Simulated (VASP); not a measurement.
# BaZrO3 (Pm-3m) in VASP: notebook

Aim: see how the results for BaZrO3 move with the level of theory and the settings. Levels: PBEsol, LDA, PBE, HSE06. Tasks: relaxation of cell and atoms, single point.

Program: VASP 6.6.1. These are calculated values, not measurements. Logs are shortened: lines on timing, memory, paths and dates and some standing lists are left out, and cuts for length are marked.

## (1) The cell of the first run

It takes space group Pm-3m (No. 221, cubic). Conventional cell: a = 4.227 Å, b = 4.227 Å, c = 4.227 Å, α = 90.00°, β = 90.00°, γ = 90.00°. Within 3.9 Å of Ba (site symmetry m-3m) lie 12 O at 2.99 Å and 8 Zr at 3.66 Å. Within 2.8 Å of Zr (site symmetry m-3m) lie 6 O at 2.11 Å. O (site symmetry 4/mmm) has 2 Zr at 2.11 Å within 2.8 Å.

## (2) Relaxation of cell and atoms, PBEsol

INCAR

```
SYSTEM = BaZrO3
  ALGO = Normal
  EDIFF = 1E-6
  EDIFFG = -0.005
  ENCUT = 600
  GGA = PS
  IBRION = 2
  ISIF = 3
  ISMEAR = -1
  LASPH = .TRUE.
  LCHARG = .FALSE.
  LREAL = .FALSE.
  LWAVE = .FALSE.
  NELM = 100
  NSW = 80
  PREC = Accurate
  SIGMA = 0.02
```

KPOINTS

```
k-points
0
G
  6 6 6
  0 0 0
```

POSCAR

```
BaZrO3
1.0
    4.2271627078      0.0000000000      0.0000000000
    0.0000000000      4.2271627078      0.0000000000
    0.0000000000      0.0000000000      4.2271627078
Ba Zr O
1 1 3
Direct
    0.0000000000      0.0000000000      0.0000000000
    0.5000000000      0.5000000000      0.5000000000
    0.0000000000      0.5000000000      0.5000000000
    0.5000000000      0.0000000000      0.5000000000
    0.5000000000      0.5000000000      0.0000000000
```

Potentials or basis: VASP PAW PBE potentials, release 64 (Ba_sv, Zr_sv, O).

Run with:

```console
$ cat potpaw_PBE.64/Ba_sv/POTCAR potpaw_PBE.64/Zr_sv/POTCAR potpaw_PBE.64/O/POTCAR > POTCAR
$ mpirun -np 1 vasp_std > vasp.out
```

OUTCAR:

```text
SYSTEM = BaZrO3
   EDIFF = 1E-6
   EDIFFG = -0.005
   ENCUT = 600
   GGA = PS
   IBRION = 2
   ISIF = 3
   ISMEAR = -1
   LASPH = .TRUE.
   LREAL = .FALSE.
   NELM = 100
   NSW = 80
   PREC = Accurate

 ion  position               nearest neighbor table
   1  0.000  0.000  0.000-   3 2.99   4 2.99   5 2.99   3 2.99   4 2.99   3 2.99   5 2.99   3 2.99
                             4 2.99   5 2.99   4 2.99   5 2.99   2 3.66   2 3.66   2 3.66   2 3.66
   2  0.500  0.500  0.500-   3 2.11   4 2.11   5 2.11   5 2.11   4 2.11   3 2.11   1 3.66   1 3.66
                             1 3.66   1 3.66   1 3.66   1 3.66   1 3.66   1 3.66
   3  0.000  0.500  0.500-   2 2.11   2 2.11   1 2.99   1 2.99   1 2.99   1 2.99
   4  0.500  0.000  0.500-   2 2.11   2 2.11   1 2.99   1 2.99   1 2.99   1 2.99
   5  0.500  0.500  0.000-   2 2.11   2 2.11   1 2.99   1 2.99   1 2.99   1 2.99

  LATTYP: Found a simple cubic cell.
 ALAT       =     4.2271627078

  Lattice vectors:

 A1 = (   4.2271627078,   0.0000000000,   0.0000000000)
 A2 = (   0.0000000000,   4.2271627078,   0.0000000000)
 A3 = (   0.0000000000,   0.0000000000,   4.2271627078)

Analysis of symmetry for initial positions (statically):
=====================================================================
 Subroutine PRICEL returns:
 Original cell was already a primitive cell.

 Routine SETGRP: Setting up the symmetry group for a
 simple cubic supercell.

 Subroutine GETGRP returns: Found 48 space group operations
 (whereof 48 operations were pure point group operations)
 out of a pool of 48 trial point group operations.

The static configuration has the point symmetry O_h .

Analysis of symmetry for dynamics (positions and initial velocities):
=====================================================================
 Subroutine PRICEL returns:
 Original cell was already a primitive cell.

 Routine SETGRP: Setting up the symmetry group for a
 simple cubic supercell.

 Subroutine GETGRP returns: Found 48 space group operations
 (whereof 48 operations were pure point group operations)
 out of a pool of 48 trial point group operations.

The dynamic configuration has the point symmetry O_h .

 Subroutine INISYM returns: Found 48 space group operations
 (whereof 48 operations are pure point group operations),
 and found     1 'primitive' translations

----------------------------------------------------------------------------------------

                                     Primitive cell

  volume of cell :      75.5348

  direct lattice vectors                    reciprocal lattice vectors
     4.227162708  0.000000000  0.000000000     0.236565297  0.000000000  0.000000000
     0.000000000  4.227162708  0.000000000     0.000000000  0.236565297  0.000000000
     0.000000000  0.000000000  4.227162708     0.000000000  0.000000000  0.236565297

  length of vectors
     4.227162708  4.227162708  4.227162708     0.236565297  0.236565297  0.236565297

  position of ions in fractional coordinates (direct lattice)
     0.000000000  0.000000000  0.000000000
     0.500000000  0.500000000  0.500000000
     0.000000000  0.500000000  0.500000000
     0.500000000  0.000000000  0.500000000
     0.500000000  0.500000000  0.000000000

  ion indices of the primitive-cell ions
   primitive index   ion index
                 1           1
                 2           2
                 3           3
                 4           4
                 5           5

----------------------------------------------------------------------------------------

 KPOINTS: k-points

Automatic generation of k-mesh.
 Grid dimensions read from file:
 generate k-points for:    6    6    6

 Generating k-lattice:

  Cartesian coordinates                     Fractional coordinates (reciprocal lattice)
     0.039427549  0.000000000  0.000000000     0.166666667  0.000000000  0.000000000
     0.000000000  0.039427549  0.000000000     0.000000000  0.166666667  0.000000000
     0.000000000  0.000000000  0.039427549     0.000000000  0.000000000  0.166666667

  Length of vectors
     0.039427549  0.039427549  0.039427549

  Shift w.r.t. Gamma in fractional coordinates (k-lattice)
     0.000000000  0.000000000  0.000000000

 Subroutine IBZKPT returns following result:
 ===========================================

 Found     20 irreducible k-points:

 Following reciprocal coordinates:
            Coordinates               Weight
  0.000000  0.000000  0.000000      1.000000
  0.166667  0.000000  0.000000      6.000000
  0.333333  0.000000  0.000000      6.000000
  0.500000  0.000000  0.000000      3.000000
  0.166667  0.166667  0.000000     12.000000
  0.333333  0.166667  0.000000     24.000000
[... 12 lines left out ...]
  0.500000  0.500000  0.333333      6.000000
  0.500000  0.500000  0.500000      1.000000
   k-points           NKPTS =     20   k-points in BZ     NKDIM =     20   number of bands    NBANDS=     24
   number of dos      NEDOS =    301   number of ions     NIONS =      5
   total plane-waves  NPLWV =  46656
   dimension x,y,z NGX =    36 NGY =   36 NGZ =   36
   dimension x,y,z NGXF=    72 NGYF=   72 NGZF=   72
   ions per type =               1   1   3
   NGX,Y,Z   is equivalent  to a cutoff of  14.16, 14.16, 14.16 a.u.
   NGXF,Y,Z  is equivalent  to a cutoff of  28.32, 28.32, 28.32 a.u.
 SYSTEM =  BaZrO3
   PREC   = accura    normal or accurate (medium, high low for compatibility)
   ISTART =      0    job   : 0-new  1-cont  2-samecut
   ICHARG =      2    charge: 1-file 2-atom 10-const
   ISPIN  =      1    spin polarized calculation?
   LNONCOLLINEAR =      F non collinear calculations
   LSORBIT =      F    spin-orbit coupling
   LASPH  =      T    aspherical Exc in radial PAW
   ENCUT  =  600.0 eV  44.10 Ry    6.64 a.u.   8.44  8.44  8.44*2*pi/ulx,y,z
   NELM   =    100;   NELMIN=  2; NELMDL= -5     # of ELM steps
   EDIFF  = 0.1E-05   stopping-criterion for ELM
   LREAL  =      F    real-space projection
   EDIFFG = -.5E-02   stopping-criterion for IOM
   NSW    =     80    number of steps for IOM
   IBRION =      2    ionic relax: 0-MD 1-quasi-New 2-CG
   NFREE  =      1    steps in history (QN), initial steepest desc. (CG)
   ISIF   =      3    stress and relaxation
   ISYM   =      2    0-nonsym 1-usesym 2-fastsym
   POTIM  = 0.5000    time-step for ionic-motion
   TEBEG  =    0.0;   TEEND  =   0.0 temperature during run
   PSTRESS=    0.0 pullay stress
   NELECT =      40.0000    total number of electrons
   NUPDOWN=      -1.0000    fix difference up-down
   EMIN   =  10.00;   EMAX   =-10.00  energy-range for DOS
   EFERMI =   0.00;   METHOD = LEGACY
   ISMEAR =    -1;   SIGMA  =   0.02  broadening in eV -4-tet -1-fermi 0-gaus
   EFERMI_NEDOS =   21; number of points for ismear=-14 and -15
   IALGO  =     38    algorithm
   IMIX   =      4    mixing-type and parameters
     AMIX     =   0.40;   BMIX     =  1.00
     AMIX_MAG =   1.60;   BMIX_MAG =  1.00
  volume/ion in A,a.u.               =      15.11       101.95
  Fermi-wavevector in a.u.,A,eV,Ry     =   1.324481  2.502907 23.868034  1.754251
  Thomas-Fermi vector in A             =   2.454013
   LORBIT       =      0    0 simple, 1 ext, 2 COOP (PROOUT), +10 PAW based schemes
   GGA     = PS    functional components
   LHFCALC =     F    Hartree Fock is set to
   AEXX    =    0.0000 exact exchange contribution
   IVDW    =     0    specifies the selected vdW correction
   LEPSILON=     F    determine dielectric tensor
   LRPA    =     F    only Hartree local field effects (RPA)
 conjugate gradient relaxation of ions
 non-spin polarized calculation
  energy-cutoff  :      600.00
  volume of cell :       75.53
 maximum number of plane-waves:      2560
 NGX is ok and might be reduce to    36
   NGX = 17   NGY = 17   NGZ = 17

--------------------------------------- Ionic step        1  -------------------------------------------

 number of electron      40.0000022 magnetization

 Free energy of the ion-electron system (eV)
  ---------------------------------------------------
  ext. energy  EPLUGINS =         0.00000000
  ---------------------------------------------------
  free energy    TOTEN  =       -43.60653937 eV

  energy without entropy =      -43.60653937  energy(sigma->0) =      -43.60653937

------------------------ aborting loop because EDIFF is reached ----------------------------------------

  FORCE on cell =-STRESS in cart. coord.  units (eV):
  Direction    XX          YY          ZZ          XY          YZ          ZX
  --------------------------------------------------------------------------------------
  -------------------------------------------------------------------------------------
  Total       -1.9534330     -1.9534330     -1.9534330     -0.0000000      0.0000000      0.0000000
  in kB      -41.4345097    -41.4345097    -41.4345097     -0.0000000      0.0000000      0.0000000
  external PRESSURE =     -41.4345097 kB  Pullay stress =       0.0000000 kB

 VOLUME and BASIS-vectors are now :
 -----------------------------------------------------------------------------
  energy-cutoff  :      600.00
  volume of cell :       75.53
      direct lattice vectors                 reciprocal lattice vectors
     4.227162708  0.000000000  0.000000000     0.236565297  0.000000000  0.000000000
     0.000000000  4.227162708  0.000000000     0.000000000  0.236565297  0.000000000
     0.000000000  0.000000000  4.227162708     0.000000000  0.000000000  0.236565297

 POSITION                                       TOTAL-FORCE (eV/Angst)
 -----------------------------------------------------------------------------------
      0.00000      0.00000      0.00000         0.000000      0.000000      0.000000
      2.11358      2.11358      2.11358         0.000000      0.000000      0.000000
      0.00000      2.11358      2.11358         0.000000      0.000000      0.000000
      2.11358      0.00000      2.11358         0.000000      0.000000      0.000000
      2.11358      2.11358      0.00000         0.000000      0.000000      0.000000
 -----------------------------------------------------------------------------------
    total drift:                                0.000000      0.000000      0.000000

  FREE ENERGIE OF THE ION-ELECTRON SYSTEM (eV)
  ---------------------------------------------------
  free  energy   TOTEN  =       -43.6065393673 eV
[... 26 lines left out ...]
 POSITION                                       TOTAL-FORCE (eV/Angst)
 -----------------------------------------------------------------------------------
      0.00000      0.00000      0.00000         0.000000     -0.000000      0.000000
      2.07375      2.07375      2.07375        -0.000000      0.000000      0.000000
     -0.00000      2.07375      2.07375        -0.000000      0.000000      0.000000
      2.07375      0.00000      2.07375         0.000000      0.000000      0.000000
      2.07375      2.07375      0.00000         0.000000     -0.000000      0.000000
 -----------------------------------------------------------------------------------
    total drift:                                0.000000      0.000000      0.000000

  FREE ENERGIE OF THE ION-ELECTRON SYSTEM (eV)
  ---------------------------------------------------
  free  energy   TOTEN  =       -43.5987283552 eV

  energy  without entropy=      -43.5987283552  energy(sigma->0) =      -43.59872836

--------------------------------------- Ionic step        3  -------------------------------------------

 number of electron      40.0000009 magnetization

 Free energy of the ion-electron system (eV)
  ---------------------------------------------------
  ext. energy  EPLUGINS =         0.00000000
  ---------------------------------------------------
  free energy    TOTEN  =       -43.63323156 eV

  energy without entropy =      -43.63323156  energy(sigma->0) =      -43.63323156

 E-fermi :   4.0662     XC(G=0): -11.0285

 val. band max:        3.6428041243   @ k =   0.5000   0.5000   0.5000
 cond. band min:       6.7534612765   @ k =   0.0000   0.0000   0.0000
 fundamental gap:      3.1106571523
 Fermi energy:         4.0662167502

 k-point     1 :       0.0000    0.0000    0.0000
  band No.  band energies     occupation
      1     -43.2238      2.00000
      2     -21.5926      2.00000
      3     -21.4359      2.00000
      4     -21.4359      2.00000
      5     -21.4359      2.00000
      6     -12.6485      2.00000
[... 16 lines left out ...]
     23       6.7535      0.00000
     24       8.1880      0.00000

 k-point     2 :       0.1667    0.0000    0.0000
  band No.  band energies     occupation
      1     -43.2229      2.00000
      2     -21.6665      2.00000
      3     -21.4340      2.00000
      4     -21.4340      2.00000
      5     -21.4114      2.00000
      6     -12.6563      2.00000
[... 515 lines left out ...]
 VOLUME and BASIS-vectors are now :
 -----------------------------------------------------------------------------
  energy-cutoff  :      600.00
  volume of cell :       73.53
      direct lattice vectors                 reciprocal lattice vectors
     4.189393934  0.000000000  0.000000000     0.238698011  0.000000000  0.000000000
    -0.000000000  4.189393934  0.000000000    -0.000000000  0.238698011 -0.000000000
    -0.000000000  0.000000000  4.189393934    -0.000000000 -0.000000000  0.238698011

 POSITION                                       TOTAL-FORCE (eV/Angst)
 -----------------------------------------------------------------------------------
      0.00000      0.00000      0.00000         0.000000     -0.000000      0.000000
      2.09470      2.09470      2.09470        -0.000000      0.000000      0.000000
     -0.00000      2.09470      2.09470        -0.000000      0.000000      0.000000
      2.09470      0.00000      2.09470         0.000000      0.000000      0.000000
      2.09470      2.09470      0.00000         0.000000     -0.000000      0.000000
 -----------------------------------------------------------------------------------
    total drift:                                0.000000      0.000000      0.000000

  FREE ENERGIE OF THE ION-ELECTRON SYSTEM (eV)
  ---------------------------------------------------
  free  energy   TOTEN  =       -43.6332315621 eV

  energy  without entropy=      -43.6332315620  energy(sigma->0) =      -43.63323156

 reached required accuracy - stopping structural energy minimisation
```

Run time: 56 s. Hardware: 1 thread of Intel Xeon 6975P-C (Granite Rapids), shared host; peak memory 0.24 GiB.

Results:

| Quantity | Value |
| --- | --- |
| Free energy | -43.6332 eV |
| Relaxed volume | 14.71 Å³/atom |
| Relaxed cell | a = 4.189 Å, b = 4.189 Å, c = 4.189 Å, α = 90.00°, β = 90.00°, γ = 90.00° |
| Space group after relaxing (to 0.1 Å) | Pm-3m (No. 221) |
| Energy gained by relaxing | 5.3 meV/atom |
| Ionic steps | 3 |
| Pressure after relaxing | 0.0 GPa |
| Band gap on the k mesh | 3.11 eV (least direct gap 3.33 eV) |

Step by step:
```
step  energy change (eV)  largest force (eV/Å)  pressure (GPa)  volume (Å³)
   1              0.0000                0.0000           -4.14        75.53
   2              0.0078                0.0000            5.25        71.34
   3             -0.0267                0.0000           -0.02        73.53
```

Final structure:
```yaml
crystal:
  lattice:
    - [4.18939, 0.00000, 0.00000]
    - [0.00000, 4.18939, 0.00000]
    - [0.00000, 0.00000, 4.18939]
  atoms:
    - { symbol: Ba, position: [0.00000, 0.00000, 0.00000] }
    - { symbol: Zr, position: [0.50000, 0.50000, 0.50000] }
    - { symbol: O, position: [0.00000, 0.50000, 0.50000] }
    - { symbol: O, position: [0.50000, 0.00000, 0.50000] }
    - { symbol: O, position: [0.50000, 0.50000, 0.00000] }
```

Levels at points of the mesh, in eV from the valence-band top:
| k point | band 16 | band 17 | band 18 | band 19 | band 20 | band 21 | band 22 | band 23 | band 24 |
| --- | --- | --- | --- | --- | --- | --- | --- | --- | --- |
| (0.00, 0.00, 0.00) | -1.00 | -1.00 | -0.22 | -0.22 | -0.22 | 3.11 | 3.11 | 3.11 | 4.55 |
| (0.50, 0.00, 0.00) | -1.76 | -1.76 | -1.72 | -0.45 | -0.45 | 3.57 | 5.70 | 5.70 | 6.37 |
| (0.50, 0.50, 0.00) | -2.45 | -0.94 | -0.94 | -0.79 | -0.08 | 5.66 | 5.66 | 6.43 | 6.46 |
| (0.50, 0.50, 0.50) | -2.56 | -2.56 | 0.00 | 0.00 | 0.00 | 5.91 | 5.91 | 5.91 | 7.01 |

Caveat: the PAW data sets were made with another functional, which shifts forces and pressure a little; spin-orbit coupling is left out, which moves the levels of the heavy elements.

[end of part 1 of 3]
